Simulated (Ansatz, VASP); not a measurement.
# Two plane-wave programs on AlN

```
Al N
1.0
     0.00000    2.20952    2.20952
     2.20952    0.00000    2.20952
     2.20952    2.20952    0.00000
Al N
1 1
Direct
  0.00000 0.00000 0.00000
  0.75000 0.75000 0.75000
```

Alike in both runs: task single point; functional PBE; k mesh 10 × 10 × 10; occupations gaussian, width 0.02 eV; no spin polarisation.

|  | VASP | Ansatz |
| --- | --- | --- |
| version | VASP 6.6.1 | Ansatz 0.2.0 |
| potentials or method | VASP PAW PBE potentials, release 64 (Al, N), cutoff 520 eV | scalar-relativistic, plane waves, PAW |
| valence electrons in the cell | 8 | 8 |

VASP gave:

* gap on the k mesh at the Fermi level (eV): 3.30
* least direct gap on the mesh (eV): 3.89
* pressure (GPa): -2.3

**Question.** What did Ansatz give for the same quantities?

**Answer.** gap on the k mesh at the Fermi level (eV): 3.31; least direct gap on the mesh (eV): 3.88; pressure (GPa): -2.0.

With one functional, cell and mesh, what is left measures potentials, basis and numerics.
